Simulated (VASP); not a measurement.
BAs:

```
CELL_PARAMETERS angstrom
0.00000 2.35622 2.35622
2.35622 0.00000 2.35622
2.35622 2.35622 0.00000
ATOMIC_POSITIONS crystal
As 0.75000 0.75000 0.75000
B 0.00000 0.00000 0.00000
```

This cell differs from its parent crystal: volume scaled by 0.96.

Base run:

| Property | Result |
| --- | --- |
| Program | VASP 6.6.1 |
| Functional | PBE |
| Potentials or basis | VASP PAW PBE potentials, release 64 (As, B) |
| Cutoff | 520 eV |
| k mesh | 10 × 10 × 10 |
| Occupations | fermi-dirac, width 0.05 eV |
| Spin | no spin polarisation |

Its results: band gap on the k mesh 1.13 eV, indirect (least direct gap 3.33 eV); pressure 9.9 GPa.

Problem. After a change of settings the same cell gave: band gap on the k mesh 1.03 eV, indirect (least direct gap 3.29 eV); pressure 6.3 GPa. Which change was it?
A. functional from PBE to PBEsol-based screened hybrid; k mesh from 10 × 10 × 10 to 5 × 5 × 5
B. functional from PBE to PBE exchange alone; further incar settings from ALGO = Normal; EDIFF = 1e-06; NBANDS = 11 to ALGO = Normal; EDIFF = 1e-07; NBANDS = 11
C. functional from PBE to PBEsol
D. functional from PBE to r2SCAN; dispersion from none to rVV10

Solution. C.

PBEsol binds more tightly than PBE, so the same cell stands under less pressure.

Caveats: the PAW data sets were made with another functional, which shifts forces and pressure a little (some runs).
